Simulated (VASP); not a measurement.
A run of VASP 6.6.1 is set up as follows.

File INCAR:

```
ALGO = Normal ; EDIFF = 1E-6
ENCUT = 520 ; GGA = PS
ISIF = 2 ; ISMEAR = 1
LASPH = True ; LCHARG = False
LREAL = False ; LWAVE = False
NBANDS = 28 ; NELM = 100
PREC = Accurate ; SIGMA = 0.1
```

File KPOINTS:

```
k-points
0
Gamma
  16 16 1
```

The input POSCAR:

```
Mo
1.0
    3.1350000000      0.0000000000      0.0000000000
    0.0000000000      3.1350000000      0.0000000000
    0.0000000000      0.0000000000     15.1350000000
Mo
3
Direct
    0.0000000000      0.0000000000      0.3964321110
    0.5000000000      0.5000000000      0.5000000000
    0.0000000000      0.0000000000      0.6035678890
```

Potentials or basis: VASP PAW PBE potentials, release 64 (Mo_sv).

Run with:

```sh
$ cat potpaw_PBE.64/Mo_sv/POTCAR > POTCAR
$ mpirun -np 1 vasp_std > vasp.out
```

(1) Predict the band gap on the k mesh.

(2) Estimate the largest force.

## Answers

(1) zero (band 21 reaches 2.30 eV, above the bottom of band 22 at 0.94 eV).

(2) 1.508 eV/Å.

Caveat: the PAW data sets were made with another functional, which shifts forces and pressure a little.
